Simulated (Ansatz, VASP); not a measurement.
One calculation of Ru, two programs

```xyz
1
Lattice="2.6635 0.0000 0.0000 -1.3317 2.3066 0.0000 0.0000 0.0000 2.4482" Properties=species:S:1:pos:R:3 pbc="T T T"
Ru    0.0000    0.0000    0.0000
```

Change from the starting cell: volume scaled by 1, PAW files.

Alike in both runs: task single point; functional PBE; k mesh 17 × 17 × 15; occupations fermi-dirac, width 0.05 eV; no spin polarisation.

```csv
,VASP,Ansatz
version,VASP 6.6.1,Ansatz 0.2.0
potentials or method,"VASP PAW PBE potentials, release 64 (Ru_sv)","PAW with Ansatz's default frozen-core files, scalar-relativistic"
plane-wave cutoff (eV),560,420
valence electrons in the cell,16,16
```

|  | VASP | Ansatz | Ansatz less VASP |
| --- | --- | --- | --- |
| pressure (GPa) | -0.3 | 0.0 | +0.34 |

The functional is the same, so the differences come from potentials, cutoffs and numerics.
